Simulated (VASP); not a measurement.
# MgS (R-3m) in VASP: notebook

MgS is run at these levels: PBE; tasks: single point.

Program: VASP 6.6.1. These are calculated values, not measurements. Logs are shortened: lines on timing, memory, paths and dates and some standing lists are left out, and cuts for length are marked.

## Step 1: The cell of the first run

Symmetry: R-3m, No. 166, trigonal system. The conventional cell has a = 2.920 Å, b = 2.920 Å, c = 14.306 Å, α = 90.00°, β = 90.00°, γ = 120.00°. Within 3.8 Å of Mg (site symmetry -3m) lie 6 Mg at 2.92 Å and 6 S at 2.92 Å. S (site symmetry -3m) has 6 S at 2.92 Å and 6 Mg at 2.92 Å within 3.8 Å.

## Step 2: Single point, PBE

Contents of INCAR:

```
SYSTEM = MgS
ALGO = Normal ; EDIFF = 1E-7
ENCUT = 520 ; GGA = PE
ISIF = 2 ; ISMEAR = 0
LASPH = .TRUE. ; LCHARG = .FALSE.
LREAL = .FALSE. ; LWAVE = .FALSE.
NBANDS = 11 ; NELM = 60
PREC = Accurate ; SIGMA = 0.05
```

Contents of KPOINTS:

```
k-points
0
G
  8 8 8
  0 0 0
```

Contents of POSCAR:

```
MgS
1.0
    1.3766206490      3.4415516224      3.4415516224
    3.4415516224      1.3766206490      3.4415516224
    3.4415516224      3.4415516224      1.3766206490
Mg S
1 1
Direct
    0.0000000000      0.0000000000      0.0000000000
    0.5000000000      0.5000000000      0.5000000000
```

Potentials or basis: VASP PAW PBE potentials, release 64 (Mg, S).

Command:

```console
$ cat potpaw_PBE.64/Mg/POTCAR potpaw_PBE.64/S/POTCAR > POTCAR
$ mpirun -np 1 vasp_std > vasp.out
```

OUTCAR:

```text
SYSTEM = MgS
   EDIFF = 1E-7
   ENCUT = 520
   GGA = PE
   ISIF = 2
   ISMEAR = 0
   LASPH = .TRUE.
   LREAL = .FALSE.
   NELM = 60
   PREC = Accurate

 ion  position               nearest neighbor table
   1  0.000  0.000  0.000-   2 2.92   2 2.92   2 2.92   2 2.92   2 2.92   2 2.92
   2  0.500  0.500  0.500-   1 2.92   1 2.92   1 2.92   1 2.92   1 2.92   1 2.92

  LATTYP: Found a trigonal (rhomboedric) cell.
 ALAT       =     5.0580272390
 COS(alpha) =     0.8333333333

  Lattice vectors:

 A1 = (   1.3766206490,   3.4415516224,   3.4415516224)
 A2 = (   3.4415516224,   1.3766206490,   3.4415516224)
 A3 = (   3.4415516224,   3.4415516224,   1.3766206490)

Analysis of symmetry for initial positions (statically):
=====================================================================
 Subroutine PRICEL returns:
 Original cell was already a primitive cell.

 Routine SETGRP: Setting up the symmetry group for a
 trigonal (rhombohedral) supercell.

 Subroutine GETGRP returns: Found 12 space group operations
 (whereof 12 operations were pure point group operations)
 out of a pool of 12 trial point group operations.

The static configuration has the point symmetry D_3d.

Analysis of symmetry for dynamics (positions and initial velocities):
=====================================================================
 Subroutine PRICEL returns:
 Original cell was already a primitive cell.

 Routine SETGRP: Setting up the symmetry group for a
 trigonal (rhombohedral) supercell.

 Subroutine GETGRP returns: Found 12 space group operations
 (whereof 12 operations were pure point group operations)
 out of a pool of 12 trial point group operations.

The dynamic configuration has the point symmetry D_3d.

 Subroutine INISYM returns: Found 12 space group operations
 (whereof 12 operations are pure point group operations),
 and found     1 'primitive' translations

----------------------------------------------------------------------------------------

                                     Primitive cell

  volume of cell :      35.2190

  direct lattice vectors                    reciprocal lattice vectors
     1.376620649  3.441551622  3.441551622    -0.282495319  0.201782370  0.201782370
     3.441551622  1.376620649  3.441551622     0.201782370 -0.282495319  0.201782370
     3.441551622  3.441551622  1.376620649     0.201782370  0.201782370 -0.282495319

  length of vectors
     5.058027239  5.058027239  5.058027239     0.401541847  0.401541847  0.401541847

[... 84 lines left out ...]
   IBRION =     -1    ionic relax: 0-MD 1-quasi-New 2-CG
   NFREE  =      0    steps in history (QN), initial steepest desc. (CG)
   ISIF   =      2    stress and relaxation
   ISYM   =      2    0-nonsym 1-usesym 2-fastsym
   POTIM  = 0.5000    time-step for ionic-motion
   TEBEG  =    0.0;   TEEND  =   0.0 temperature during run
   PSTRESS=    0.0 pullay stress
   NELECT =       8.0000    total number of electrons
   NUPDOWN=      -1.0000    fix difference up-down
   EMIN   =  10.00;   EMAX   =-10.00  energy-range for DOS
   EFERMI =   0.00;   METHOD = LEGACY
   ISMEAR =     0;   SIGMA  =   0.05  broadening in eV -4-tet -1-fermi 0-gaus
   EFERMI_NEDOS =   21; number of points for ismear=-14 and -15
   IALGO  =     38    algorithm
   IMIX   =      4    mixing-type and parameters
     AMIX     =   0.40;   BMIX     =  1.00
     AMIX_MAG =   1.60;   BMIX_MAG =  1.00
  volume/ion in A,a.u.               =      17.61       118.83
  Fermi-wavevector in a.u.,A,eV,Ry     =   0.998878  1.887606 13.575323  0.997758
  Thomas-Fermi vector in A             =   2.131131
   LORBIT       =      0    0 simple, 1 ext, 2 COOP (PROOUT), +10 PAW based schemes
   GGA     = PE    functional components
   LHFCALC =     F    Hartree Fock is set to
   AEXX    =    0.0000 exact exchange contribution
   IVDW    =     0    specifies the selected vdW correction
   LEPSILON=     F    determine dielectric tensor
   LRPA    =     F    only Hartree local field effects (RPA)
 non-spin polarized calculation
 Gauss-broadening in eV      SIGMA  =   0.05
  energy-cutoff  :      520.00
  volume of cell :       35.22
 maximum number of plane-waves:       966
 NGX is ok and might be reduce to    40

 number of electron       7.9999999 magnetization

 Free energy of the ion-electron system (eV)
  ---------------------------------------------------
  ext. energy  EPLUGINS =         0.00000000
  ---------------------------------------------------
  free energy    TOTEN  =        -5.32603651 eV

  energy without entropy =       -5.32205988  energy(sigma->0) =       -5.32404820

 E-fermi :   5.6448     XC(G=0):  -9.9186

 val. band max:        5.6421914844   @ k =   0.3750  -0.0000   0.0000
 cond. band min:       5.6645263914   @ k =   0.5000   0.1250   0.0000
 fundamental gap:      0.0223349070
 Fermi energy:         5.6448428141

 k-point     1 :       0.0000    0.0000    0.0000
  band No.  band energies     occupation
      1      -9.3740      2.00000
      2      -0.0828      2.00000
      3       1.1953      2.00000
      4       7.3330      0.00000
      5       7.3330      0.00000
      6      14.5741      0.00000
      7      15.2391      0.00000
      8      16.8708      0.00000
      9      16.8708      0.00000
     10      18.2620      0.00000
     11      18.2621      0.00000
[... 309 lines left out ...]
 k-point    24 :       0.3750    0.1250    0.1250
  band No.  band energies     occupation
      1      -8.2554      2.00000
      2      -0.1199      2.00000
      3       2.9779      2.00000
      4       4.2844      2.00000
      5       6.2328      0.00000
      6      11.4405      0.00000
      7      13.1607      0.00000
      8      14.2209      0.00000
      9      15.8885      0.00000
     10      15.9874      0.00000
     11      17.6335      0.00000

 [... further k-points ...]
[... 5 lines left out ...]
  --------------------------------------------------------------------------------------
  -------------------------------------------------------------------------------------
  Total        0.8424128      0.8424128      0.8424128     -1.6956014     -1.6956014     -1.6956014
  in kB       38.3229485     38.3229485     38.3229485    -77.1361118    -77.1361118    -77.1361118
  external PRESSURE =      38.3229485 kB  Pullay stress =       0.0000000 kB

 VOLUME and BASIS-vectors are now :
 -----------------------------------------------------------------------------
  energy-cutoff  :      520.00
  volume of cell :       35.22
      direct lattice vectors                 reciprocal lattice vectors
     1.376620649  3.441551622  3.441551622    -0.282495319  0.201782370  0.201782370
     3.441551622  1.376620649  3.441551622     0.201782370 -0.282495319  0.201782370
     3.441551622  3.441551622  1.376620649     0.201782370  0.201782370 -0.282495319

 POSITION                                       TOTAL-FORCE (eV/Angst)
 -----------------------------------------------------------------------------------
      0.00000      0.00000      0.00000        -0.000000      0.000000     -0.000000
      4.12986      4.12986      4.12986         0.000000     -0.000000      0.000000
 -----------------------------------------------------------------------------------
    total drift:                                0.000000      0.000000      0.000000

  FREE ENERGIE OF THE ION-ELECTRON SYSTEM (eV)
  ---------------------------------------------------
  free  energy   TOTEN  =        -5.3260365144 eV

  energy  without entropy=       -5.3220598785  energy(sigma->0) =       -5.32404820
```

OSZICAR:

```text
N       E                     dE             d eps       ncg     rms          rms(c)
DAV:   1     0.227492469827E+02    0.22749E+02   -0.35074E+03  1494   0.590E+02
DAV:   2    -0.408399859373E+01   -0.26833E+02   -0.25313E+02  1872   0.952E+01
DAV:   3    -0.558947325548E+01   -0.15055E+01   -0.14812E+01  1824   0.233E+01
DAV:   4    -0.559886249177E+01   -0.93892E-02   -0.93864E-02  1741   0.217E+00
DAV:   5    -0.559893489333E+01   -0.72402E-04   -0.72401E-04  1827   0.194E-01    0.696E+00
DAV:   6    -0.534939459203E+01    0.24954E+00   -0.11205E+00  1612   0.327E+00    0.452E+00
DAV:   7    -0.533573897303E+01    0.13656E-01   -0.86547E-02  1652   0.126E+00    0.245E+00
DAV:   8    -0.533088508732E+01    0.48539E-02   -0.43610E-02  1666   0.803E-01    0.486E-01
DAV:   9    -0.532661281949E+01    0.42723E-02   -0.12939E-02  1600   0.447E-01    0.164E-01
DAV:  10    -0.532636687724E+01    0.24594E-03   -0.29444E-03  1635   0.226E-01    0.118E-01
DAV:  11    -0.532603765786E+01    0.32922E-03   -0.59935E-04  1654   0.101E-01    0.905E-03
DAV:  12    -0.532603647368E+01    0.11842E-05   -0.22635E-05  1702   0.318E-02    0.684E-03
DAV:  13    -0.532603651443E+01   -0.40752E-07   -0.33486E-07  1794   0.363E-03
   1 F= -.53260365E+01 E0= -.53240482E+01  d E =-.397664E-02
```

Run time: 74 s. Hardware: 1 thread of Intel Xeon 6975P-C, shared host; peak memory 0.24 GiB.

Results:

| Quantity | Value |
| --- | --- |
| Free energy | -5.3260 eV |
| Pressure | 3.8 GPa |
| Band gap on the k mesh | zero (band 4 reaches 7.33 eV, above the bottom of band 5 at 4.81 eV) |

## Step 3: Single point, PBE

This run uses another cell than the first one, of the same volume but with other edges.

Contents of INCAR:

```
  PREC = Accurate
  ENCUT = 520
  EDIFF = 1E-6
  ISMEAR = 0
  SIGMA = 0.05
  LREAL = F
  LASPH = T
  NELM = 60
  ALGO = Normal
  ISIF = 2
  LWAVE = F
  LCHARG = T
  GGA = PE
  LELF = T
  LVHAR = T
  NBANDS = 11
```

Contents of KPOINTS:

```
regular mesh
0
Gamma
  8 8 8
```

Contents of POSCAR:

```
MgS
1.0
   -0.5638143949      2.3524669581      2.3524669581
    2.3524669581     -0.5638143949      2.3524669581
    2.3524669581      2.3524669581     -0.5638143949
Mg S
1 1
Direct
    0.0000000000      0.0000000000      0.0000000000
    0.5000000000      0.5000000000      0.5000000000
```

Potentials or basis: VASP PAW PBE potentials, release 64 (Mg, S).

Command:

```console
$ cat potpaw_PBE.64/Mg/POTCAR potpaw_PBE.64/S/POTCAR > POTCAR
$ mpirun -np 1 vasp_std > vasp.out
```

It took 20 s on 1 thread of Intel Xeon 6975P-C, shared host; peak memory 0.17 GiB.

Results (log left out):

* Free energy: -7.8431 eV
* Pressure: 0.8 GPa
* Band gap on the k mesh: 0.63 eV, indirect (least direct gap 1.52 eV)

Stress tensor (GPa, compression positive):
```
0.75 6.55 6.55
6.55 0.75 6.55
6.55 6.55 0.75
```

Levels at points of the mesh, in eV from the valence-band top:
```
           k point  band 2  band 3  band 4  band 5  band 6  band 7
(0.00, 0.00, 0.00)   -1.53   -1.53    0.00    1.62    5.30    5.30
(0.50, 0.00, 0.00)   -6.22   -1.36   -0.37    3.70    5.81    7.58
(0.50, 0.50, 0.00)   -5.13   -3.94   -0.89    0.63    5.03    8.64
(0.50, 0.50, 0.50)   -4.68   -2.84   -2.84    1.63    3.48    3.48
```

 A k mesh can miss the band edges.

## Step 4: Single point, PBE

This run uses another cell than the first one, of the same volume but with other edges.

Contents of INCAR:

```
ALGO = Normal ; EDIFF = 1E-6
ENCUT = 520 ; GGA = PE
ISIF = 2 ; ISMEAR = 0
LASPH = T ; LCHARG = F
LREAL = F ; LWAVE = F
NBANDS = 11 ; NELM = 100
PREC = Accurate ; SIGMA = 0.05
```

Contents of KPOINTS:

```
k-points
0
Gamma
  8 8 8
```

Contents of POSCAR:

```
MgS
1.0
    0.6341642620      2.9542774158      2.9542774158
    2.9542774158      0.6341642620      2.9542774158
    2.9542774158      2.9542774158      0.6341642620
Mg S
1 1
Direct
    0.0000000000      0.0000000000      0.0000000000
    0.5000000000      0.5000000000      0.5000000000
```

Potentials or basis: VASP PAW PBE potentials, release 64 (Mg, S).

Command:

```console
$ cat potpaw_PBE.64/Mg/POTCAR potpaw_PBE.64/S/POTCAR > POTCAR
$ mpirun -np 1 vasp_std > vasp.out
```

OUTCAR:

```text
EDIFF = 1E-6
   ENCUT = 520
   GGA = PE
   ISIF = 2
   ISMEAR = 0
   LASPH = T
   LREAL = F
   NELM = 100
   PREC = Accurate

 ion  position               nearest neighbor table
   1  0.000  0.000  0.000-   2 2.68   2 2.68   2 2.68   2 2.68   2 2.68   2 2.68
   2  0.500  0.500  0.500-   1 2.68   1 2.68   1 2.68   1 2.68   1 2.68   1 2.68

  LATTYP: Found a trigonal (rhomboedric) cell.
 ALAT       =     4.2258341674
 COS(alpha) =     0.6985651702

  Lattice vectors:

 A1 = (   0.6341642620,   2.9542774158,   2.9542774158)
 A2 = (   2.9542774158,   0.6341642620,   2.9542774158)
 A3 = (   2.9542774158,   2.9542774158,   0.6341642620)

Analysis of symmetry for initial positions (statically):
=====================================================================
 Subroutine PRICEL returns:
 Original cell was already a primitive cell.

 Routine SETGRP: Setting up the symmetry group for a
 trigonal (rhombohedral) supercell.

 Subroutine GETGRP returns: Found 12 space group operations
 (whereof 12 operations were pure point group operations)
 out of a pool of 12 trial point group operations.

The static configuration has the point symmetry D_3d.

Analysis of symmetry for dynamics (positions and initial velocities):
[... 166 lines left out ...]
 k-point     1 :       0.0000    0.0000    0.0000
  band No.  band energies     occupation
      1      -8.7212      2.00000
      2       1.5964      2.00000
      3       4.5907      2.00000
      4       5.5441      0.02590
      5       5.5441      0.02590
      6      12.0648      0.00000
      7      14.0873      0.00000
      8      14.0873      0.00000
      9      15.2724      0.00000
     10      15.2724      0.00000
     11      15.6977      0.00000
[... 309 lines left out ...]
 k-point    24 :       0.3750    0.1250    0.1250
  band No.  band energies     occupation
      1      -7.8269      2.00000
      2       0.4268      2.00000
      3       2.3121      2.00000
      4       4.8486      2.00000
      5       7.4386      0.00000
      6      11.6292      0.00000
      7      12.3332      0.00000
      8      12.7739      0.00000
      9      14.8123      0.00000
     10      16.3548      0.00000
     11      16.9621      0.00000

 [... further k-points ...]
[... 5 lines left out ...]
  --------------------------------------------------------------------------------------
  -------------------------------------------------------------------------------------
  Total        0.4713529      0.4713529      0.4713529     -3.5752051     -3.5752051     -3.5752051
  in kB       21.4427333     21.4427333     21.4427333   -162.6428349   -162.6428349   -162.6428349
  external PRESSURE =      21.4427333 kB  Pullay stress =       0.0000000 kB

 VOLUME and BASIS-vectors are now :
 -----------------------------------------------------------------------------
  energy-cutoff  :      520.00
  volume of cell :       35.22
      direct lattice vectors                 reciprocal lattice vectors
     0.634164262  2.954277416  2.954277416    -0.236395090  0.194618371  0.194618371
     2.954277416  0.634164262  2.954277416     0.194618371 -0.236395090  0.194618371
     2.954277416  2.954277416  0.634164262     0.194618371  0.194618371 -0.236395090

 POSITION                                       TOTAL-FORCE (eV/Angst)
 -----------------------------------------------------------------------------------
      0.00000      0.00000      0.00000        -0.000000     -0.000000      0.000000
      3.27136      3.27136      3.27136         0.000000      0.000000     -0.000000
 -----------------------------------------------------------------------------------
    total drift:                                0.000000     -0.000000      0.000000

  FREE ENERGIE OF THE ION-ELECTRON SYSTEM (eV)
  ---------------------------------------------------
  free  energy   TOTEN  =        -7.3129966181 eV

  energy  without entropy=       -7.3125795738  energy(sigma->0) =       -7.31278810
```

stdout:

```text
POSCAR found type information on POSCAR MgS
 POSCAR found :  2 types and       2 ions
 scaLAPACK will be used
 LDA part: xc-table for (Slater+PW92), standard interpolation
 POSCAR, INCAR and KPOINTS ok, starting setup
 FFT: planning ... GRIDC
 FFT: planning ... GRID_SOFT
 FFT: planning ... GRID
 WAVECAR not read
 entering main loop
```

Wall time 21 s (1 thread of Intel Xeon 6975P-C, shared host); peak memory 0.19 GiB.

What came out:

| Quantity | Value |
| --- | --- |
| Free energy | -7.3130 eV |
| Pressure | 2.1 GPa |
| Band gap on the k mesh | zero (band 4 reaches 5.54 eV, above the bottom of band 5 at 5.42 eV) |

Stress tensor (GPa, compression positive):
```
  2.14 -16.26 -16.26
-16.26   2.14 -16.26
-16.26 -16.26   2.14
```

Levels at points of the mesh, in eV from the Fermi level:
```tsv
k point	band 1	band 2	band 3	band 4	band 5	band 6	band 7	band 8
(0.00, 0.00, 0.00)	-14.19	-3.87	-0.87	0.08	0.08	6.60	8.62	8.62
(0.50, 0.00, 0.00)	-12.36	-5.97	-3.20	-1.15	0.98	4.94	6.30	6.37
(0.50, 0.50, 0.00)	-12.21	-5.64	-4.16	-1.51	0.23	4.21	6.70	10.07
(0.50, 0.50, 0.50)	-13.57	-7.47	-0.14	-0.14	5.79	5.83	8.30	8.30
```

## Step 5: The runs side by side

| cell | gap on the mesh (eV) | pressure (GPa) |
| --- | --- | --- |
| a = 5.058 Å, angles 33.6°, 2 atoms | none | 3.8 |
| a = 3.374 Å, angles 75.3°, 2 atoms | 0.63 | 0.8 |
| a = 4.226 Å, angles 45.7°, 2 atoms | none | 2.1 |

Alike in all rows: task single point; level PBE; potentials or basis VASP PAW PBE potentials, release 64 (Mg, S); no spin polarisation; k mesh 8 × 8 × 8; cutoff (eV) 520; smearing gaussian 0.05 eV.

Total energies depend on the potentials used, so only differences within one code and one set of settings carry meaning.
